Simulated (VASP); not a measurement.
InP: single point with b88 exchange, pbe correlation

Crystal: InP.

```
In P
1.0
     0.00000    2.93050    2.93050
     2.93050    0.00000    2.93050
     2.93050    2.93050    0.00000
In P
1 1
Direct
  0.00000 0.00000 0.00000
  0.75000 0.75000 0.75000
```

```
Program             : VASP 6.6.1
Task                : single point
Functional          : b88 exchange, pbe correlation
Potentials or basis : VASP PAW PBE potentials, release 64 (In_d, P)
Cutoff              : 500 eV
k mesh              : 8 × 8 × 8
Occupations         : fermi-dirac, width 0.05 eV
Spin                : no spin polarisation
```

```yaml
Pressure: 3.2 GPa
Band_gap_on_the_k_mesh: 0.69 eV
```

Levels at points of the mesh, in eV from the valence-band top:
| k point | band 5 | band 6 | band 7 | band 8 | band 9 | band 10 | band 11 | band 12 | band 13 | band 14 |
| --- | --- | --- | --- | --- | --- | --- | --- | --- | --- | --- |
| (0.00, 0.00, 0.00) | -14.05 | -11.52 | 0.00 | 0.00 | 0.00 | 0.69 | 4.09 | 4.09 | 4.09 | 8.57 |
| (0.50, 0.00, 0.00) | -14.04 | -9.80 | -5.73 | -0.97 | -0.97 | 1.49 | 4.81 | 4.81 | 7.10 | 9.47 |
| (0.50, 0.50, 0.00) | -14.02 | -9.14 | -5.76 | -2.32 | -2.32 | 1.76 | 2.26 | 9.20 | 9.59 | 9.59 |

Run time: 46 s on 1 thread of AMD EPYC 7R43 64-Core Processor (Zen 3), with other jobs on the host, peak memory 0.14 GiB.

Caveat: the cell stands under pressure; the PAW data sets were made with another functional, which shifts forces and pressure a little; spin-orbit coupling is left out, which moves the levels of the heavy elements.
